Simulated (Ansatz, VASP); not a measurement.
## Hf in VASP and in Ansatz

File INCAR:

```
ALGO = Normal
EDIFF = 1E-6
ENCUT = 520
GGA = PS
ISIF = 2
ISMEAR = -1
LASPH = T
LCHARG = F
LREAL = F
LWAVE = F
NBANDS = 17
NELM = 100
PREC = Accurate
SIGMA = 0.05
```

The input KPOINTS:

```
k-points
0
Gamma
  9 9 9
```

The input POSCAR:

```
Hf
1.0
    0.0000000000      3.0438467722      3.0438467722
    3.0438467722      0.0000000000      3.0438467722
    3.0438467722      3.0438467722      0.0000000000
Hf
2
Direct
   -0.1250000000     -0.1250000000     -0.1250000000
    0.1250000000      0.1250000000      0.1250000000
```

Input for Ansatz:

```yaml
crystal:
  lattice:
    - [0.0, 3.0438467722, 3.0438467722]
    - [3.0438467722, 0.0, 3.0438467722]
    - [3.0438467722, 3.0438467722, 0.0]
  atoms:
    - { symbol: Hf, position: [-0.125, -0.125, -0.125] }
    - { symbol: Hf, position: [0.125, 0.125, 0.125] }
kpoints:
  mp_grid: { grid: [9, 9, 9] }
scf:
  occupations: { method: fermi_dirac, width: 0.05 }
hamiltonian:
  xc: pbesol
  pseudopotentials: { kind: paw }
output:
  forces: true
  stress: true
  eigenvalues: true
  populations: true
```

Change from the starting cell: shortest bond scaled by 1, PAW files.

Alike in both runs: task single point; functional PBEsol; k mesh 9 × 9 × 9; occupations fermi-dirac, width 0.05 eV; no spin polarisation.

|  | VASP | Ansatz |
| --- | --- | --- |
| version | VASP 6.6.1 | Ansatz 0.2.0 |
| potentials or method | VASP PAW PBE potentials, release 64 (Hf_pv) | PAW with Ansatz's default frozen-core files, scalar-relativistic |
| plane-wave cutoff (eV) | 520 | 420 |
| valence electrons in the cell | 20 | 52 |

Ansatz gave:

| Quantity | Value |
| --- | --- |
| pressure (GPa) | 4.9 |

Q: What did VASP give for the same quantities?

A: Pressure (GPa): 4.5.

VASP's potentials were made for PBE, not for PBEsol. VASP's potentials hold 20 valence electrons a cell and Ansatz's 52, so a difference there can come from the potentials and not from the codes.

Spin-orbit coupling is off throughout.
